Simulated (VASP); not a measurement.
# SiO2 (P6_422) in VASP: further runs

The runs below take SiO2 through single point, with r2SCAN.

Program: VASP 6.6.1. These are calculated values, not measurements. Logs are shortened: lines on timing, memory, paths and dates and some standing lists are left out, and cuts for length are marked.

## 1. The cell of the first run

Symmetry: P6_422, No. 181, hexagonal system. The conventional cell has a = 4.908 Å, b = 4.908 Å, c = 5.624 Å, α = 90.00°, β = 90.00°, γ = 120.00°. Si (site symmetry 222) has 4 O at 1.58 Å within 2.1 Å. O (site symmetry 2) has 2 Si at 1.58 Å within 2.1 Å.

## 2. Single point, r2SCAN (strain -0.030 along x and y, +0.015 along z)

POSCAR

```
SiO2
1.0
    4.9078874806      0.0000000000      0.0000000000
   -2.4539437403      4.2503552371      0.0000000000
    0.0000000000      0.0000000000      5.6242018660
Si O
3 6
Direct
    0.0000000000      0.5000000000      0.3333333333
    0.5000000000      0.5000000000      0.6666666667
    0.5000000000      0.0000000000      0.0000000000
    0.5834989535      0.7917494768      0.8333333333
    0.7917494768      0.5834989535      0.5000000000
    0.7917494768      0.2082505232      0.1666666667
    0.4165010465      0.2082505232      0.8333333333
    0.2082505232      0.4165010465      0.5000000000
    0.2082505232      0.7917494768      0.1666666667
```

INCAR.step1

```
PREC     = Accurate       # precision mode
ENCUT    = 520            # plane-wave cutoff, eV
ISMEAR   = 0              # smearing method
SIGMA    = 0.05           # smearing width, eV
LREAL    = F              # projectors in reciprocal space
LASPH    = T              # aspherical terms in the spheres
NELM     = 80             # most SCF steps
NBANDS   = 34             # bands
GGA      = PE             # functional
ALGO     = Normal         # electronic algorithm
EDIFF    = 1E-4           # SCF threshold, eV
LWAVE    = T              # write WAVECAR
LCHARG   = F              # write CHGCAR
```

INCAR.step2

```
PREC     = Accurate       # precision mode
ENCUT    = 520            # plane-wave cutoff, eV
EDIFF    = 1E-6           # SCF threshold, eV
ISMEAR   = 0              # smearing method
SIGMA    = 0.05           # smearing width, eV
LREAL    = F              # projectors in reciprocal space
LASPH    = T              # aspherical terms in the spheres
NELM     = 80             # most SCF steps
ALGO     = Normal         # electronic algorithm
ISIF     = 2              # what is computed and relaxed
LWAVE    = F              # write WAVECAR
LCHARG   = F              # write CHGCAR
METAGGA  = R2SCAN         # meta-GGA
LMIXTAU  = T            
NBANDS   = 34             # bands
ISTART   = 1
```

KPOINTS

```
regular mesh
0
Gamma
  6 6 4
```

Potentials or basis: VASP PAW PBE potentials, release 64 (Si, O).

Run with:

```bash
$ cat potpaw_PBE.64/Si/POTCAR potpaw_PBE.64/O/POTCAR > POTCAR
$ cp INCAR.step1 INCAR
$ mpirun -np 1 vasp_std > vasp.out
$ cp INCAR.step2 INCAR
$ mpirun -np 1 vasp_std > vasp.out
```

OUTCAR:

```text
PREC = Accurate
   ENCUT = 520
   EDIFF = 1E-6
   ISMEAR = 0
   LREAL = F
   LASPH = T
   NELM = 80
   ISIF = 2
   METAGGA = R2SCAN
   ISTART = 1

 ion  position               nearest neighbor table
   1  0.000  0.500  0.333-   6 1.58   9 1.58   8 1.58   5 1.58   3 3.09   3 3.09   2 3.09   2 3.09

   2  0.500  0.500  0.667-   4 1.58   7 1.58   5 1.58   8 1.58   3 3.09   3 3.09   1 3.09   1 3.09

   3  0.500  0.000  0.000-   4 1.58   7 1.58   6 1.58   9 1.58   1 3.09   2 3.09   2 3.09   1 3.09

   4  0.583  0.792  0.833-   3 1.58   2 1.58
   5  0.792  0.583  0.500-   1 1.58   2 1.58
   6  0.792  0.208  0.167-   1 1.58   3 1.58
   7  0.417  0.208  0.833-   3 1.58   2 1.58
   8  0.208  0.417  0.500-   1 1.58   2 1.58
   9  0.208  0.792  0.167-   1 1.58   3 1.58

  LATTYP: Found a hexagonal cell.
 ALAT       =     4.9078874806
 C/A-ratio  =     1.1459516723

  Lattice vectors:

 A1 = (   4.9078874806,   0.0000000000,   0.0000000000)
 A2 = (  -2.4539437403,   4.2503552371,   0.0000000000)
 A3 = (   0.0000000000,   0.0000000000,   5.6242018660)

Analysis of symmetry for initial positions (statically):
=====================================================================
 Subroutine PRICEL returns:
 Original cell was already a primitive cell.

 Routine SETGRP: Setting up the symmetry group for a
 hexagonal supercell.

 Subroutine GETGRP returns: Found 12 space group operations
 (whereof  4 operations were pure point group operations)
 out of a pool of 24 trial point group operations.

The static configuration has the point symmetry D_2 .
 The point group associated with its full space group is D_6 .

Analysis of symmetry for dynamics (positions and initial velocities):
=====================================================================
 Subroutine PRICEL returns:
 Original cell was already a primitive cell.

 Routine SETGRP: Setting up the symmetry group for a
 hexagonal supercell.

 Subroutine GETGRP returns: Found 12 space group operations
 (whereof  4 operations were pure point group operations)
 out of a pool of 24 trial point group operations.

The dynamic configuration has the point symmetry D_2 .
 The point group associated with its full space group is D_6 .

 Subroutine INISYM returns: Found 12 space group operations
 (whereof  4 operations are pure point group operations),
 and found     1 'primitive' translations

----------------------------------------------------------------------------------------

                                     Primitive cell

  volume of cell :     117.3223

  direct lattice vectors                    reciprocal lattice vectors
     4.907887481  0.000000000  0.000000000     0.203753652  0.117637226  0.000000000
    -2.453943740  4.250355237  0.000000000     0.000000000  0.235274452  0.000000000
     0.000000000  0.000000000  5.624201866     0.000000000  0.000000000  0.177803006

  length of vectors
     4.907887481  4.907887481  5.624201866     0.235274452  0.235274452  0.177803006

  position of ions in fractional coordinates (direct lattice)
     0.000000000  0.500000000  0.333333333
     0.500000000  0.500000000  0.666666667
     0.500000000  0.000000000  0.000000000
     0.583498953  0.791749477  0.833333333
     0.791749477  0.583498953  0.500000000
     0.791749477  0.208250523  0.166666667
     0.416501047  0.208250523  0.833333333
     0.208250523  0.416501047  0.500000000
     0.208250523  0.791749477  0.166666667

  ion indices of the primitive-cell ions
   primitive index   ion index
                 1           1
                 2           2
                 3           3
                 4           4
                 5           5
                 6           6
                 7           7
                 8           8
                 9           9

----------------------------------------------------------------------------------------

 KPOINTS: regular mesh

Automatic generation of k-mesh.
 Grid dimensions read from file:
 generate k-points for:    6    6    4

 Generating k-lattice:

  Cartesian coordinates                     Fractional coordinates (reciprocal lattice)
     0.033958942  0.019606204  0.000000000     0.166666667 -0.000000000  0.000000000
     0.000000000  0.039212409  0.000000000     0.000000000  0.166666667  0.000000000
     0.000000000  0.000000000  0.044450752     0.000000000  0.000000000  0.250000000

  Length of vectors
     0.039212409  0.039212409  0.044450752

  Shift w.r.t. Gamma in fractional coordinates (k-lattice)
     0.000000000  0.000000000  0.000000000

 Subroutine IBZKPT returns following result:
 ===========================================

 Found     21 irreducible k-points:

 Following reciprocal coordinates:
            Coordinates               Weight
  0.000000  0.000000  0.000000      1.000000
  0.166667 -0.000000  0.000000      6.000000
  0.333333 -0.000000  0.000000      6.000000
  0.500000 -0.000000  0.000000      3.000000
  0.166667  0.166667  0.000000      6.000000
  0.333333  0.166667  0.000000     12.000000
[... 13 lines left out ...]
  0.333333  0.166667  0.500000     12.000000
  0.333333  0.333333  0.500000      2.000000
   k-points           NKPTS =     21   k-points in BZ     NKDIM =     21   number of bands    NBANDS=     34
   number of dos      NEDOS =    301   number of ions     NIONS =      9
   total plane-waves  NPLWV =  67200
   dimension x,y,z NGX =    40 NGY =   40 NGZ =   42
   dimension x,y,z NGXF=    80 NGYF=   80 NGZF=   84
   ions per type =               3   6
   NGX,Y,Z   is equivalent  to a cutoff of  13.55, 13.55, 12.41 a.u.
   NGXF,Y,Z  is equivalent  to a cutoff of  27.10, 27.10, 24.83 a.u.
 SYSTEM =  unknown system
   PREC   = accura    normal or accurate (medium, high low for compatibility)
   ISTART =      1    job   : 0-new  1-cont  2-samecut
   ICHARG =      0    charge: 1-file 2-atom 10-const
   ISPIN  =      1    spin polarized calculation?
   LNONCOLLINEAR =      F non collinear calculations
   LSORBIT =      F    spin-orbit coupling
   LASPH  =      T    aspherical Exc in radial PAW
   ENCUT  =  520.0 eV  38.22 Ry    6.18 a.u.   9.13  9.13 10.46*2*pi/ulx,y,z
   NELM   =     80;   NELMIN=  2; NELMDL=  0     # of ELM steps
   EDIFF  = 0.1E-05   stopping-criterion for ELM
   LREAL  =      F    real-space projection
   EDIFFG = 0.1E-04   stopping-criterion for IOM
   NSW    =      0    number of steps for IOM
   IBRION =     -1    ionic relax: 0-MD 1-quasi-New 2-CG
   NFREE  =      0    steps in history (QN), initial steepest desc. (CG)
   ISIF   =      2    stress and relaxation
   ISYM   =      2    0-nonsym 1-usesym 2-fastsym
   POTIM  = 0.5000    time-step for ionic-motion
   TEBEG  =    0.0;   TEEND  =   0.0 temperature during run
   PSTRESS=    0.0 pullay stress
   NELECT =      48.0000    total number of electrons
   NUPDOWN=      -1.0000    fix difference up-down
   EMIN   =  10.00;   EMAX   =-10.00  energy-range for DOS
   EFERMI =   0.00;   METHOD = LEGACY
   ISMEAR =     0;   SIGMA  =   0.05  broadening in eV -4-tet -1-fermi 0-gaus
   EFERMI_NEDOS =   21; number of points for ismear=-14 and -15
   IALGO  =     38    algorithm
   IMIX   =      4    mixing-type and parameters
     AMIX     =   0.40;   BMIX     =  1.00
     AMIX_MAG =   1.60;   BMIX_MAG =  1.00
  volume/ion in A,a.u.               =      13.04        87.97
  Fermi-wavevector in a.u.,A,eV,Ry     =   1.215332  2.296645 20.096245  1.477032
  Thomas-Fermi vector in A             =   2.350723
   LORBIT       =      0    0 simple, 1 ext, 2 COOP (PROOUT), +10 PAW based schemes
   METAGGA = R2SCAN    functional components
   LHFCALC =     F    Hartree Fock is set to
   AEXX    =    0.0000 exact exchange contribution
   IVDW    =     0    specifies the selected vdW correction
   LEPSILON=     F    determine dielectric tensor
   LRPA    =     F    only Hartree local field effects (RPA)
 non-spin polarized calculation
 Gauss-broadening in eV      SIGMA  =   0.05
  energy-cutoff  :      520.00
  volume of cell :      117.32
 maximum number of plane-waves:      3178
 NGX is ok and might be reduce to    40
   NGX = 19   NGY = 19   NGZ = 21

 number of electron      47.9999976 magnetization

 Free energy of the ion-electron system (eV)
  ---------------------------------------------------
  ext. energy  EPLUGINS =         0.00000000
  ---------------------------------------------------
  free energy    TOTEN  =       -89.15136731 eV

  energy without entropy =      -89.15136731  energy(sigma->0) =      -89.15136731

 E-fermi :   0.7910     XC(G=0):  -9.4089

 val. band max:        0.4829263296   @ k =   0.0000   0.0000   0.5000
 cond. band min:       6.9136182276   @ k =   0.0000   0.0000   0.0000
 fundamental gap:      6.4306918980
 Fermi energy:         0.7910184850

 k-point     1 :       0.0000    0.0000    0.0000
  band No.  band energies     occupation
      1     -20.2469      2.00000
      2     -18.7743      2.00000
      3     -18.7743      2.00000
      4     -18.0415      2.00000
      5     -17.9960      2.00000
      6     -17.9960      2.00000
[... 26 lines left out ...]
     33      15.2788      0.00000
     34      15.2963      0.00000

 k-point     2 :       0.1667   -0.0000    0.0000
  band No.  band energies     occupation
      1     -20.1663      2.00000
      2     -18.8543      2.00000
      3     -18.7548      2.00000
      4     -18.0682      2.00000
      5     -18.0202      2.00000
      6     -18.0117      2.00000
[... 26 lines left out ...]
     33      14.8735      0.00000
     34      14.9470      0.00000

 k-point     3 :       0.3333   -0.0000    0.0000
  band No.  band energies     occupation
      1     -19.9513      2.00000
      2     -19.0856      2.00000
      3     -18.7114      2.00000
      4     -18.1186      2.00000
      5     -18.0729      2.00000
      6     -18.0262      2.00000
[... 26 lines left out ...]
     33      14.0788      0.00000
     34      14.3874      0.00000
[... 593 lines left out ...]
 k-point    20 :       0.3333    0.1667    0.5000
  band No.  band energies     occupation
      1     -19.7251      2.00000
      2     -19.2892      2.00000
      3     -18.7433      2.00000
      4     -18.1220      2.00000
      5     -18.0902      2.00000
      6     -18.0535      2.00000
[... 26 lines left out ...]
     33      13.2451      0.00000
     34      13.4069      0.00000

 k-point    21 :       0.3333    0.3333    0.5000
  band No.  band energies     occupation
      1     -19.7087      2.00000
      2     -19.0267      2.00000
      3     -19.0267      2.00000
      4     -18.0980      2.00000
      5     -18.0980      2.00000
      6     -18.0951      2.00000
[... 26 lines left out ...]
     33      13.1204      0.00000
     34      13.1208      0.00000

------------------------ aborting loop because EDIFF is reached ----------------------------------------

  FORCE on cell =-STRESS in cart. coord.  units (eV):
  Direction    XX          YY          ZZ          XY          YZ          ZX
  --------------------------------------------------------------------------------------
  -------------------------------------------------------------------------------------
  Total        7.7027891      7.7027891      5.4609305      0.0000000      0.0000000     -0.0000000
  in kB      105.1908252    105.1908252     74.5755564      0.0000000      0.0000000     -0.0000000
  external PRESSURE =      94.9857356 kB  Pullay stress =       0.0000000 kB

 VOLUME and BASIS-vectors are now :
 -----------------------------------------------------------------------------
  energy-cutoff  :      520.00
  volume of cell :      117.32
      direct lattice vectors                 reciprocal lattice vectors
     4.907887481  0.000000000  0.000000000     0.203753652  0.117637226  0.000000000
    -2.453943740  4.250355237  0.000000000     0.000000000  0.235274452  0.000000000
     0.000000000  0.000000000  5.624201866     0.000000000  0.000000000  0.177803006

 POSITION                                       TOTAL-FORCE (eV/Angst)
 -----------------------------------------------------------------------------------
     -1.22697      2.12518      1.87473        -0.000000      0.000000     -0.000000
      1.22697      2.12518      3.74947        -0.000000     -0.000000      0.000000
      2.45394      0.00000      0.00000        -0.000000      0.000000     -0.000000
      0.92084      3.36522      4.68683         0.376884      0.217594      0.000000
      2.45394      2.48008      2.81210         0.000000      0.435188      0.000000
      3.37478      0.88514      0.93737         0.376884     -0.217594      0.000000
      1.53311      0.88514      4.68683        -0.376884     -0.217594     -0.000000
     -0.00000      1.77028      2.81210        -0.000000     -0.435188      0.000000
     -0.92084      3.36522      0.93737        -0.376884      0.217594     -0.000000
 -----------------------------------------------------------------------------------
    total drift:                                0.000000     -0.000000     -0.000001

  FREE ENERGIE OF THE ION-ELECTRON SYSTEM (eV)
  ---------------------------------------------------
  free  energy   TOTEN  =       -89.1513673132 eV

  energy  without entropy=      -89.1513673132  energy(sigma->0) =      -89.15136731
```

Wall time 7.2 min (1 thread of Intel Xeon Platinum 8259CL at 2.50GHz (Skylake/Cascade Lake), shared host); peak memory 0.29 GiB.

Results:

| Property | Result |
| --- | --- |
| Free energy | -89.1514 eV |
| Pressure | 9.5 GPa |
| Largest force | 0.435 eV/Å |
| Band gap on the k mesh | 6.43 eV (least direct gap 6.55 eV) |

Forces in eV/Å, atoms in the order of the input:
```
Si   0.000  0.000  0.000
Si   0.000  0.000  0.000
Si   0.000  0.000  0.000
O    0.377  0.218  0.000
O    0.000  0.435  0.000
O    0.377 -0.218  0.000
O   -0.377 -0.218  0.000
O    0.000 -0.435  0.000
O   -0.377  0.218  0.000
```

Stress tensor (GPa, compression positive):
```
10.52  0.00  0.00
 0.00 10.52  0.00
 0.00  0.00  7.46
```

Caveat: the cell differs from its parent crystal (strain -0.030 along x and y, +0.015 along z); the cell stands under pressure; the PAW data sets were made with another functional, which shifts forces and pressure a little. A k mesh can miss the band edges.

[end of part 1 of 2]
